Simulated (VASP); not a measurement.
BP, 2 atoms in the cell. It takes space group F-43m (No. 216, cubic). Conventional cell: a = 4.620 Å, b = 4.620 Å, c = 4.620 Å, α = 90.00°, β = 90.00°, γ = 90.00°. B (site symmetry -43m) has 4 P at 2.00 Å within 2.7 Å. P (site symmetry -43m) has 4 B at 2.00 Å within 2.7 Å. 

* Program: VASP 6.6.1
* Task: single point
* Functional: r2SCAN
* Dispersion: rVV10
* Potentials or basis: VASP PAW PBE potentials, release 64 (B, P)
* Cutoff: 550 eV
* k mesh: 10 × 10 × 10
* Occupations: gaussian, width 0.02 eV
* Spin: no spin polarisation
* Dipole correction: no
* Further INCAR settings: ALGO = Normal; EDIFF = 1e-06; NBANDS = 11

Potentials or basis: VASP PAW PBE potentials, release 64 (B, P).

The run is started by

```bash
$ cat potpaw_PBE.64/B/POTCAR potpaw_PBE.64/P/POTCAR > POTCAR
$ cp INCAR.step1 INCAR
$ mpirun -np 1 vasp_std > vasp.out
$ cp INCAR.step2 INCAR
$ mpirun -np 1 vasp_std > vasp.out
```

Hardware: 1 thread of Intel(R) Xeon(R) 6975P-C (Granite Rapids) (shared host).

Task: Estimate the wall time of this run.

Result: It took 49 s on 1 thread of Intel(R) Xeon(R) 6975P-C (Granite Rapids) (shared host), peak memory 0.26 GiB. Counts: k points 47.
